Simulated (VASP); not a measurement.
Wanted: the native input for a VASP 6.6.1 run.

* Task: relaxation of cell and atoms
* Functional: PBE
* Potentials or basis: VASP PAW PBE potentials, release 64 (Mg, F)
* Cutoff: 600 eV
* k mesh: 6 × 6 × 6
* Occupations: gaussian, width 0.1 eV
* Spin: no spin polarisation
* Dipole correction: no
* Further INCAR settings: ALGO = Normal; EDIFF = 1e-07; IBRION = 2; EDIFFG = -0.01; NSW = 100; ISIF = 3

The structure of Mg6F lies in POSCAR:

```
Mg6F
1.0
    7.4048052007      0.0000000000      0.0000000000
    0.0000000000      7.4048052007      0.0000000000
    0.0000000000      0.0000000000      7.4048052007
Mg F
6 1
Direct
    0.5000000000      0.5000000000      0.1982904155
    0.5000000000      0.5000000000      0.8017095845
    0.1982904155      0.5000000000      0.5000000000
    0.8017095845      0.5000000000      0.5000000000
    0.5000000000      0.1982904155      0.5000000000
    0.5000000000      0.8017095845      0.5000000000
    0.0000000000      0.0000000000      0.0000000000
```

The input as run:

INCAR

```
SYSTEM = Mg6F
PREC = Accurate ; ENCUT = 600
EDIFF = 1E-7 ; ISMEAR = 0
SIGMA = 0.1 ; LREAL = .FALSE.
LASPH = .TRUE. ; NELM = 60
ALGO = Normal ; ISIF = 3
LWAVE = .FALSE. ; LCHARG = .FALSE.
GGA = PE ; IBRION = 2
NSW = 100 ; EDIFFG = -0.01
```

KPOINTS

```
Automatic mesh
0
G
  6 6 6
  0 0 0
```

Potentials or basis: VASP PAW PBE potentials, release 64 (Mg, F).

Run with:

```bash
$ cat potpaw_PBE.64/Mg/POTCAR potpaw_PBE.64/F/POTCAR > POTCAR
$ mpirun -np 1 vasp_std > vasp.out
```

It gave:

```
Relaxed volume                         : 55.87 Å³/atom
Relaxed cell                           : a = 7.313 Å, b = 7.313 Å, c = 7.313 Å, α = 90.00°, β = 90.00°, γ = 90.00°
Space group after relaxing (to 0.05 Å) : Pm-3m (No. 221)
Energy gained by relaxing              : 1.9 meV/atom
Ionic steps                            : 7
Pressure after relaxing                : 0.0 GPa
Largest force after relaxing           : 0.007 eV/Å
```

Caveat: an odd number of electrons without spin polarisation forces a metal; a magnetic or distorted state may lie lower.

It took 12 min on 1 thread of Intel(R) Xeon(R) Platinum 8375C CPU @ 2.90GHz (Ice Lake), with other jobs on the host, peak memory 0.62 GiB.
